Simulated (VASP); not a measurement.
# ZnMoP: single point with PBE

The system is ZnMoP.

```
Zn Mo P
1.0
     3.55233    0.00000    0.00000
     0.00000    3.55233    0.00000
     0.00000    0.00000    6.83631
Zn Mo P
2 2 2
Cartesian
  0.0000 0.0000 3.4182
  1.7762 1.7762 3.4182
  1.7762 0.0000 1.0387
  0.0000 1.7762 5.7976
  1.7762 0.0000 5.4923
  0.0000 1.7762 1.3440
```

```json
{
  "Program": "VASP 6.6.1",
  "Task": "single point",
  "Functional": "PBE",
  "Potentials or basis": "VASP PAW PBE potentials, release 64 (Zn, Mo_sv, P)",
  "Cutoff": "520 eV",
  "k mesh": "10 × 10 × 6",
  "Occupations": "gaussian, width 0.1 eV",
  "Spin": "no spin polarisation"
}
```

* Pressure: 0.2 GPa
* Largest force: 0.008 eV/Å
* Band gap on the k mesh: zero (band 31 reaches 10.17 eV, above the bottom of band 32 at 7.71 eV)

Forces on the atoms (eV/Å):
```
Zn   0.000  0.000  0.000
Zn   0.000  0.000  0.000
Mo   0.000  0.000 -0.008
Mo   0.000  0.000  0.008
P    0.000  0.000  0.002
P    0.000  0.000 -0.002
```

Levels at points of the mesh, in eV from the Fermi level:
| k point | band 28 | band 29 | band 30 | band 31 | band 32 | band 33 | band 34 | band 35 |
| --- | --- | --- | --- | --- | --- | --- | --- | --- |
| (0.00, 0.00, 0.00) | -2.12 | -2.12 | -2.06 | -2.06 | -1.71 | -0.73 | 1.14 | 2.13 |
| (0.50, 0.00, 0.00) | -2.96 | -0.44 | -0.44 | 0.22 | 0.22 | 0.72 | 0.72 | 2.96 |
| (0.50, 0.50, 0.00) | -3.94 | -1.94 | -1.94 | 0.75 | 0.75 | 0.76 | 0.76 | 1.82 |
| (0.00, 0.00, 0.50) | -2.16 | -1.72 | -1.37 | -1.10 | -1.10 | -0.72 | 0.21 | 2.22 |
| (0.50, 0.00, 0.50) | -2.99 | -0.22 | -0.22 | 0.29 | 0.29 | 1.44 | 1.44 | 1.67 |
| (0.50, 0.50, 0.50) | -3.58 | -0.09 | -0.09 | 0.55 | 0.55 | 0.69 | 0.69 | 0.76 |

Wall time 7.1 min on 1 thread of Oxide Virtual Turin-like Processor, on a shared host, peak memory 0.34 GiB.
